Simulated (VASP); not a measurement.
## Si: single point with LDA

Crystal: Si.

```
CELL_PARAMETERS angstrom
-1.64302 1.64302 1.33340
1.64302 -1.64302 1.33340
1.64302 1.64302 -1.33340
ATOMIC_POSITIONS crystal
Si 0.00000 0.00000 0.00000
```

```json
{
  "Program": "VASP 6.6.1",
  "Task": "single point",
  "Functional": "LDA",
  "Potentials or basis": "VASP PAW LDA potentials, release 64 (Si)",
  "Cutoff": "520 eV",
  "k mesh": "14 × 14 × 14",
  "Occupations": "fermi-dirac, width 0.2 eV",
  "Spin": "no spin polarisation",
  "Dipole correction": "no",
  "Further INCAR settings": "ALGO = Normal; EDIFF = 1e-06; NBANDS = 8"
}
```

- Pressure: -2.7 GPa
- Band gap on the k mesh: zero (band 2 reaches 19.67 eV, above the bottom of band 3 at 6.83 eV)

Stress tensor (GPa, compression positive):
```
-2.15  0.00  0.00
 0.00 -2.15  0.00
 0.00  0.00 -3.66
```

Levels at points of the mesh, in eV from the Fermi level:
```tsv
k point	band 1	band 2	band 3	band 4	band 5	band 6	band 7
(0.00, 0.00, 0.00)	-14.43	9.51	9.71	9.71	12.83	13.21	14.99
(0.50, 0.00, 0.00)	-6.26	-6.04	4.60	6.34	6.36	9.07	18.36
(0.50, 0.50, 0.00)	-8.44	-7.17	8.65	11.24	11.37	11.62	17.00
(0.50, 0.50, 0.50)	-2.34	-2.34	-1.63	1.34	4.01	6.42	24.69
```

Wall time 26 s on 1 thread of Intel Xeon 8259CL, with other jobs on the host, peak memory 0.13 GiB.
